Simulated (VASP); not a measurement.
# Sr3NbZn (Pm-3m) in VASP: further runs

Runs on Sr3NbZn. Level: PBE. Tasks: relaxation of cell and atoms.

All numbers are computed with VASP 6.6.1; they aren't measurements. Logs are shortened: lines on timing, memory, paths and dates and some standing lists are left out, and cuts for length are marked.

## Step 1: The cell of the first run

The structure is cubic, space group Pm-3m (No. 221). The conventional cell has a = 4.947 Å, b = 4.947 Å, c = 4.947 Å, α = 90.00°, β = 90.00°, γ = 90.00°. Sr (site symmetry 4/mmm) has 2 Zn at 2.47 Å within 3.3 Å. Nb (site symmetry m-3m) has 12 Sr at 3.50 Å and 8 Zn at 4.28 Å within 4.6 Å. Zn (site symmetry m-3m) has 6 Sr at 2.47 Å within 3.3 Å.

## Step 2: Relaxation of cell and atoms, PBE

Input file INCAR:

```
SYSTEM = Sr3NbZn
PREC = Accurate
ENCUT = 600
EDIFF = 1E-6
ISMEAR = 0
SIGMA = 0.1
LREAL = .False.
LASPH = .True.
NELM = 60
ALGO = Fast
ISIF = 3
LWAVE = .False.
LCHARG = .False.
GGA = PE
IBRION = 2
NSW = 90
EDIFFG = -0.04
```

Input file KPOINTS:

```
Automatic mesh
0
Gamma
  4 4 4
  0 0 0
```

Input file POSCAR:

```
Sr3NbZn
1.0
    4.9466919870      0.0000000000      0.0000000000
    0.0000000000      4.9466919870      0.0000000000
    0.0000000000      0.0000000000      4.9466919870
Sr Nb Zn
3 1 1
Direct
    0.0000000000      0.5000000000      0.5000000000
    0.5000000000      0.0000000000      0.5000000000
    0.5000000000      0.5000000000      0.0000000000
    0.0000000000      0.0000000000      0.0000000000
    0.5000000000      0.5000000000      0.5000000000
```

Potentials or basis: VASP PAW PBE potentials, release 64 (Sr_sv, Nb_sv, Zn).

The run is started by

```sh
$ cat potpaw_PBE.64/Sr_sv/POTCAR potpaw_PBE.64/Nb_sv/POTCAR potpaw_PBE.64/Zn/POTCAR > POTCAR
$ mpirun -np 1 vasp_std > vasp.out
```

OUTCAR:

```text
SYSTEM = Sr3NbZn
   PREC = Accurate
   ENCUT = 600
   EDIFF = 1E-6
   ISMEAR = 0
   LREAL = .False.
   LASPH = .True.
   NELM = 60
   ISIF = 3
   GGA = PE
   IBRION = 2
   NSW = 90
   EDIFFG = -0.04

 ion  position               nearest neighbor table
   1  0.000  0.500  0.500-   5 2.47   5 2.47   4 3.50   2 3.50   3 3.50   4 3.50   2 3.50   4 3.50
                             4 3.50   2 3.50   3 3.50   3 3.50   3 3.50   2 3.50
   2  0.500  0.000  0.500-   5 2.47   5 2.47   4 3.50   1 3.50   3 3.50   4 3.50   1 3.50   3 3.50
                             3 3.50   3 3.50   1 3.50   4 3.50   4 3.50   1 3.50
   3  0.500  0.500  0.000-   5 2.47   5 2.47   4 3.50   1 3.50   1 3.50   2 3.50   2 3.50   2 3.50
                             4 3.50   2 3.50   1 3.50   4 3.50   1 3.50   4 3.50
   4  0.000  0.000  0.000-   1 3.50   2 3.50   3 3.50   1 3.50   2 3.50   1 3.50   3 3.50   1 3.50
                             2 3.50   3 3.50   2 3.50   3 3.50
   5  0.500  0.500  0.500-   1 2.47   2 2.47   3 2.47   3 2.47   2 2.47   1 2.47

  LATTYP: Found a simple cubic cell.
 ALAT       =     4.9466919870

  Lattice vectors:

 A1 = (   4.9466919870,   0.0000000000,   0.0000000000)
 A2 = (   0.0000000000,   4.9466919870,   0.0000000000)
 A3 = (   0.0000000000,   0.0000000000,   4.9466919870)

Analysis of symmetry for initial positions (statically):
=====================================================================
 Subroutine PRICEL returns:
 Original cell was already a primitive cell.

 Routine SETGRP: Setting up the symmetry group for a
 simple cubic supercell.

 Subroutine GETGRP returns: Found 48 space group operations
 (whereof 48 operations were pure point group operations)
 out of a pool of 48 trial point group operations.

The static configuration has the point symmetry O_h .

Analysis of symmetry for dynamics (positions and initial velocities):
=====================================================================
 Subroutine PRICEL returns:
 Original cell was already a primitive cell.

 Routine SETGRP: Setting up the symmetry group for a
 simple cubic supercell.

 Subroutine GETGRP returns: Found 48 space group operations
 (whereof 48 operations were pure point group operations)
 out of a pool of 48 trial point group operations.

The dynamic configuration has the point symmetry O_h .

 Subroutine INISYM returns: Found 48 space group operations
 (whereof 48 operations are pure point group operations),
 and found     1 'primitive' translations

----------------------------------------------------------------------------------------

                                     Primitive cell

  volume of cell :     121.0444

  direct lattice vectors                    reciprocal lattice vectors
     4.946691987  0.000000000  0.000000000     0.202155299  0.000000000  0.000000000
     0.000000000  4.946691987  0.000000000     0.000000000  0.202155299  0.000000000
     0.000000000  0.000000000  4.946691987     0.000000000  0.000000000  0.202155299

  length of vectors
     4.946691987  4.946691987  4.946691987     0.202155299  0.202155299  0.202155299

  position of ions in fractional coordinates (direct lattice)
     0.000000000  0.500000000  0.500000000
     0.500000000  0.000000000  0.500000000
     0.500000000  0.500000000  0.000000000
     0.000000000  0.000000000  0.000000000
     0.500000000  0.500000000  0.500000000

  ion indices of the primitive-cell ions
   primitive index   ion index
                 1           1
                 2           2
                 3           3
                 4           4
                 5           5

----------------------------------------------------------------------------------------

 KPOINTS: Automatic mesh

Automatic generation of k-mesh.
 Grid dimensions read from file:
 generate k-points for:    4    4    4

 Generating k-lattice:

  Cartesian coordinates                     Fractional coordinates (reciprocal lattice)
     0.050538825  0.000000000  0.000000000     0.250000000  0.000000000  0.000000000
     0.000000000  0.050538825  0.000000000     0.000000000  0.250000000  0.000000000
     0.000000000  0.000000000  0.050538825     0.000000000  0.000000000  0.250000000

  Length of vectors
     0.050538825  0.050538825  0.050538825

  Shift w.r.t. Gamma in fractional coordinates (k-lattice)
     0.000000000  0.000000000  0.000000000

 Subroutine IBZKPT returns following result:
 ===========================================

 Found     10 irreducible k-points:

 Following reciprocal coordinates:
            Coordinates               Weight
  0.000000  0.000000  0.000000      1.000000
  0.250000  0.000000  0.000000      6.000000
  0.500000  0.000000  0.000000      3.000000
  0.250000  0.250000  0.000000     12.000000
  0.500000  0.250000  0.000000     12.000000
  0.500000  0.500000  0.000000      3.000000
  0.250000  0.250000  0.250000      8.000000
  0.500000  0.250000  0.250000     12.000000
  0.500000  0.500000  0.250000      6.000000
  0.500000  0.500000  0.500000      1.000000
   k-points           NKPTS =     10   k-points in BZ     NKDIM =     10   number of bands    NBANDS=     33
   number of dos      NEDOS =    301   number of ions     NIONS =      5
   total plane-waves  NPLWV =  64000
   dimension x,y,z NGX =    40 NGY =   40 NGZ =   40
   dimension x,y,z NGXF=    80 NGYF=   80 NGZF=   80
   ions per type =               3   1   1
   NGX,Y,Z   is equivalent  to a cutoff of  13.44, 13.44, 13.44 a.u.
   NGXF,Y,Z  is equivalent  to a cutoff of  26.89, 26.89, 26.89 a.u.
 SYSTEM =  Sr3NbZn
   PREC   = accura    normal or accurate (medium, high low for compatibility)
   ISTART =      0    job   : 0-new  1-cont  2-samecut
   ICHARG =      2    charge: 1-file 2-atom 10-const
   ISPIN  =      1    spin polarized calculation?
   LNONCOLLINEAR =      F non collinear calculations
   LSORBIT =      F    spin-orbit coupling
   LASPH  =      T    aspherical Exc in radial PAW
   ENCUT  =  600.0 eV  44.10 Ry    6.64 a.u.   9.88  9.88  9.88*2*pi/ulx,y,z
   NELM   =     60;   NELMIN=  2; NELMDL= -5     # of ELM steps
   EDIFF  = 0.1E-05   stopping-criterion for ELM
   LREAL  =      F    real-space projection
   EDIFFG = -.4E-01   stopping-criterion for IOM
   NSW    =     90    number of steps for IOM
   IBRION =      2    ionic relax: 0-MD 1-quasi-New 2-CG
   NFREE  =      1    steps in history (QN), initial steepest desc. (CG)
   ISIF   =      3    stress and relaxation
   ISYM   =      2    0-nonsym 1-usesym 2-fastsym
   POTIM  = 0.5000    time-step for ionic-motion
   TEBEG  =    0.0;   TEEND  =   0.0 temperature during run
   PSTRESS=    0.0 pullay stress
   NELECT =      55.0000    total number of electrons
   NUPDOWN=      -1.0000    fix difference up-down
   EMIN   =  10.00;   EMAX   =-10.00  energy-range for DOS
   EFERMI =   0.00;   METHOD = LEGACY
   ISMEAR =     0;   SIGMA  =   0.10  broadening in eV -4-tet -1-fermi 0-gaus
   EFERMI_NEDOS =   21; number of points for ismear=-14 and -15
   IALGO  =     68    algorithm
   IMIX   =      4    mixing-type and parameters
     AMIX     =   0.40;   BMIX     =  1.00
     AMIX_MAG =   1.60;   BMIX_MAG =  1.00
  volume/ion in A,a.u.               =      24.21       163.37
  Fermi-wavevector in a.u.,A,eV,Ry     =   1.258580  2.378372 21.551953  1.584024
  Thomas-Fermi vector in A             =   2.392183
   LORBIT       =      0    0 simple, 1 ext, 2 COOP (PROOUT), +10 PAW based schemes
   GGA     = PE    functional components
   LHFCALC =     F    Hartree Fock is set to
   AEXX    =    0.0000 exact exchange contribution
   IVDW    =     0    specifies the selected vdW correction
   LEPSILON=     F    determine dielectric tensor
   LRPA    =     F    only Hartree local field effects (RPA)
 conjugate gradient relaxation of ions
 non-spin polarized calculation
 RMM-DIIS sequential band-by-band and
 Gauss-broadening in eV      SIGMA  =   0.10
  energy-cutoff  :      600.00
  volume of cell :      121.04
 maximum number of plane-waves:      4076
 NGX is ok and might be reduce to    40
   NGX = 19   NGY = 19   NGZ = 19

--------------------------------------- Ionic step        1  -------------------------------------------

 number of electron      55.0000007 magnetization

 Free energy of the ion-electron system (eV)
  ---------------------------------------------------
  ext. energy  EPLUGINS =         0.00000000
  ---------------------------------------------------
  free energy    TOTEN  =        -6.78810416 eV

  energy without entropy =       -6.75912770  energy(sigma->0) =       -6.77361593

 E-fermi :   4.7456     XC(G=0): -10.2160

 val. band max:        4.7197551242   @ k =   0.5000   0.0000   0.0000
 cond. band min:       4.7755971887   @ k =   0.5000   0.2500   0.0000
 fundamental gap:      0.0558420645
 Fermi energy:         4.7456262671

 k-point     1 :       0.0000    0.0000    0.0000
  band No.  band energies     occupation
      1     -50.0414      2.00000
      2     -30.2466      2.00000
      3     -30.0388      2.00000
      4     -30.0388      2.00000
      5     -26.0972      2.00000
      6     -26.0972      2.00000
[... 465 lines left out ...]
--------------------------------------- Ionic step        4  -------------------------------------------

 number of electron      55.0000025 magnetization

------------------------ aborting loop because EDIFF is reached ----------------------------------------

  FORCE on cell =-STRESS in cart. coord.  units (eV):
  Direction    XX          YY          ZZ          XY          YZ          ZX
  --------------------------------------------------------------------------------------
  -------------------------------------------------------------------------------------
  Total        0.3022537      0.3022537      0.3022537     -0.0000000     -0.0000000     -0.0000000
  in kB        2.4487302      2.4487302      2.4487302     -0.0000000     -0.0000000     -0.0000000
  external PRESSURE =       2.4487302 kB  Pullay stress =       0.0000000 kB
[... 26 lines left out ...]
--------------------------------------- Ionic step        5  -------------------------------------------

 number of electron      55.0000018 magnetization

 Free energy of the ion-electron system (eV)
  ---------------------------------------------------
  ext. energy  EPLUGINS =         0.00000000
  ---------------------------------------------------
  free energy    TOTEN  =       -11.25868361 eV

  energy without entropy =      -11.18538697  energy(sigma->0) =      -11.22203529

 E-fermi :   2.0318     XC(G=0):  -8.2054

 val. band max:        1.9715024145   @ k =   0.5000   0.2500   0.0000
 cond. band min:       2.0510135851   @ k =   0.5000   0.0000   0.0000
 fundamental gap:      0.0795111705
 Fermi energy:         2.0317860884

 k-point     1 :       0.0000    0.0000    0.0000
  band No.  band energies     occupation
      1     -53.3286      2.00000
      2     -33.6987      2.00000
      3     -33.6747      2.00000
      4     -33.6747      2.00000
      5     -29.3490      2.00000
      6     -29.3490      2.00000
[... 349 lines left out ...]
     32       2.5760      0.00000
     33       2.5760      0.00000

------------------------ aborting loop because EDIFF is reached ----------------------------------------

  FORCE on cell =-STRESS in cart. coord.  units (eV):
  Direction    XX          YY          ZZ          XY          YZ          ZX
  --------------------------------------------------------------------------------------
  -------------------------------------------------------------------------------------
  Total        0.1061525      0.1061525      0.1061525     -0.0000000      0.0000000     -0.0000000
  in kB        0.8522601      0.8522601      0.8522601     -0.0000000      0.0000000     -0.0000000
  external PRESSURE =       0.8522601 kB  Pullay stress =       0.0000000 kB
[... 20 lines left out ...]
  FREE ENERGIE OF THE ION-ELECTRON SYSTEM (eV)
  ---------------------------------------------------
  free  energy   TOTEN  =       -11.2586836073 eV

  energy  without entropy=      -11.1853869732  energy(sigma->0) =      -11.22203529

 reached required accuracy - stopping structural energy minimisation
```

It took 8.1 min on 1 thread of Intel Xeon 6975P-C (Granite Rapids), shared host; peak memory 0.29 GiB.

Results:

```yaml
Free_energy: -11.2587 eV
Relaxed_volume: 39.91 Å³/atom
Relaxed_cell: a = 5.844 Å, b = 5.844 Å, c = 5.844 Å, α = 90.00°, β = 90.00°, γ = 90.00°
Space_group_after_relaxing_to_0.1_Å: Pm-3m (No. 221)
Energy_gained_by_relaxing: 894.1 meV/atom
Ionic_steps: 5
Pressure_after_relaxing: 0.1 GPa
Band_gap_on_the_k_mesh: zero (an odd number of electrons rules out a gap without spin polarisation)
```

Step by step:
| step | energy change (eV) | largest force (eV/Å) | pressure (GPa) | volume (Å³) |
| --- | --- | --- | --- | --- |
| 1 | 0.0000 | 0.0000 | 26.46 | 121.04 |
| 2 | -4.4308 | 0.0000 | -1.29 | 205.45 |
| 3 | -4.4539 | 0.0000 | 0.74 | 193.65 |
| 4 | -4.4685 | 0.0000 | 0.24 | 197.76 |
| 5 | -4.4706 | 0.0000 | 0.09 | 199.56 |

Final structure:
```cif
data_structure
_symmetry_space_group_name_H-M 'P 1'
_symmetry_Int_Tables_number 1
_cell_length_a 5.8437
_cell_length_b 5.8437
_cell_length_c 5.8437
_cell_angle_alpha 90.000
_cell_angle_beta 90.000
_cell_angle_gamma 90.000
_cell_volume 199.56
loop_
_atom_site_label
_atom_site_type_symbol
_atom_site_fract_x
_atom_site_fract_y
_atom_site_fract_z
_atom_site_occupancy
Sr1 Sr 0.00000 0.50000 0.50000 1
Sr2 Sr 0.50000 0.00000 0.50000 1
Sr3 Sr 0.50000 0.50000 0.00000 1
Nb1 Nb 0.00000 0.00000 0.00000 1
Zn1 Zn 0.50000 0.50000 0.50000 1
```

Caveat: the volume moved by over 15 % at a fixed basis, so the end points are rough.

## Step 3: Relaxation of cell and atoms, PBE

This run uses another cell than the first one, of 39.60 Å³/atom.

Input file INCAR:

```
SYSTEM = Sr3NbZn
PREC     = Accurate       ! precision mode
ENCUT    = 600            ! plane-wave cutoff, eV
EDIFF    = 1E-7           ! SCF threshold, eV
ISMEAR   = 0              ! smearing method
SIGMA    = 0.1            ! smearing width, eV
LREAL    = .False.        ! projectors in reciprocal space
LASPH    = .True.         ! aspherical terms in the spheres
NELM     = 60             ! most SCF steps
ALGO     = Fast           ! electronic algorithm
ISIF     = 3              ! what is computed and relaxed
LWAVE    = .False.        ! write WAVECAR
LCHARG   = .False.        ! write CHGCAR
GGA      = PE             ! functional
IBRION   = 2              ! ionic algorithm
NSW      = 100            ! ionic steps
EDIFFG   = -0.01          ! ionic threshold
```

Input file KPOINTS:

```
regular mesh
0
Gamma
  6 6 6
  0 0 0
```

Edit POSCAR of step 2 so:

```diff
@@ -2,5 +2,5 @@
 1.0
-    4.9466919870      0.0000000000      0.0000000000
-    0.0000000000      4.9466919870      0.0000000000
-    0.0000000000      0.0000000000      4.9466919870
+    5.8287068385      0.0000000000      0.0000000000
+    0.0000000000      5.8287068385      0.0000000000
+    0.0000000000      0.0000000000      5.8287068385
 Sr Nb Zn
```

Potentials or basis: VASP PAW PBE potentials, release 64 (Sr_sv, Nb_sv, Zn).

The run is started by

```sh
$ cat potpaw_PBE.64/Sr_sv/POTCAR potpaw_PBE.64/Nb_sv/POTCAR potpaw_PBE.64/Zn/POTCAR > POTCAR
$ mpirun -np 1 vasp_std > vasp.out
```

Wall time 14 min (1 thread of Intel Xeon 6975P-C (Granite Rapids), shared host); peak memory 0.5 GiB.

It converged, with:

```
Free energy                           : -11.2738 eV
Relaxed volume                        : 40.20 Å³/atom
Relaxed cell                          : a = 5.858 Å, b = 5.858 Å, c = 5.858 Å, α = 90.00°, β = 90.00°, γ = 90.00°
Space group after relaxing (to 0.1 Å) : Pm-3m (No. 221)
Energy gained by relaxing             : 0.8 meV/atom
Ionic steps                           : 3
Pressure after relaxing               : 0.0 GPa
Band gap on the k mesh                : zero (an odd number of electrons rules out a gap without spin polarisation)
```

The path:
```
step  energy change (eV)  largest force (eV/Å)  pressure (GPa)  volume (Å³)
   1              0.0000                0.0000            0.37       198.02
   2             -0.0039                0.0000            0.07       200.63
   3             -0.0041                0.0000            0.04       201.01
```

Final structure:
```yaml
crystal:
  lattice:
    - [5.85784, 0.00000, 0.00000]
    - [0.00000, 5.85784, 0.00000]
    - [0.00000, 0.00000, 5.85784]
  atoms:
    - { symbol: Sr, position: [0.00000, 0.50000, 0.50000] }
    - { symbol: Sr, position: [0.50000, 0.00000, 0.50000] }
    - { symbol: Sr, position: [0.50000, 0.50000, 0.00000] }
    - { symbol: Nb, position: [0.00000, 0.00000, 0.00000] }
    - { symbol: Zn, position: [0.50000, 0.50000, 0.50000] }
```

Levels at points of the mesh, in eV from the Fermi level:
| k point | band 26 | band 27 | band 28 | band 29 | band 30 | band 31 |
| --- | --- | --- | --- | --- | --- | --- |
| (0.00, 0.00, 0.00) | -0.17 | -0.17 | -0.17 | 0.76 | 0.76 | 0.76 |
| (0.50, 0.00, 0.00) | -0.21 | -0.21 | 0.01 | 0.28 | 0.43 | 1.00 |
| (0.50, 0.50, 0.00) | -0.20 | 0.01 | 0.01 | 0.10 | 0.21 | 0.46 |
| (0.50, 0.50, 0.50) | -1.35 | 0.37 | 0.37 | 0.37 | 0.38 | 0.38 |

The gap in the log of VASP goes by the Fermi energy; the results here count the filled bands.